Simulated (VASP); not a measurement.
Input of a VASP 6.6.1 run:

Contents of INCAR:

```
SYSTEM = In
ALGO     = Normal         ! electronic algorithm
EDIFF    = 1E-6           ! SCF threshold, eV
ENCUT    = 520            ! plane-wave cutoff, eV
ISIF     = 2              ! what is computed and relaxed
ISMEAR   = -1             ! smearing method
LASPH    = .TRUE.         ! aspherical terms in the spheres
LCHARG   = .FALSE.        ! write CHGCAR
LREAL    = .FALSE.        ! projectors in reciprocal space
LWAVE    = .FALSE.        ! write WAVECAR
NBANDS   = 12             ! bands
NELM     = 60             ! most SCF steps
PREC     = Accurate       ! precision mode
SIGMA    = 0.05           ! smearing width, eV
```

Contents of KPOINTS:

```
k-points
0
G
  14 14 14
  0 0 0
```

The input POSCAR:

```
In
1.0
    2.3578299453      0.0000000000      0.0000000000
    0.0000000000      2.3578299453      0.0000000000
    0.0000000000      0.0000000000      2.3578299453
In
1
Direct
    0.0000000000      0.0000000000      0.0000000000
```

Potentials or basis: VASP PAW LDA potentials, release 64 (In_d).

Launch:

```sh
$ cat potpaw_LDA.64/In_d/POTCAR > POTCAR
$ mpirun -np 1 vasp_std > vasp.out
```

**Question.** Estimate the pressure.

**Answer.** 192.2 GPa.
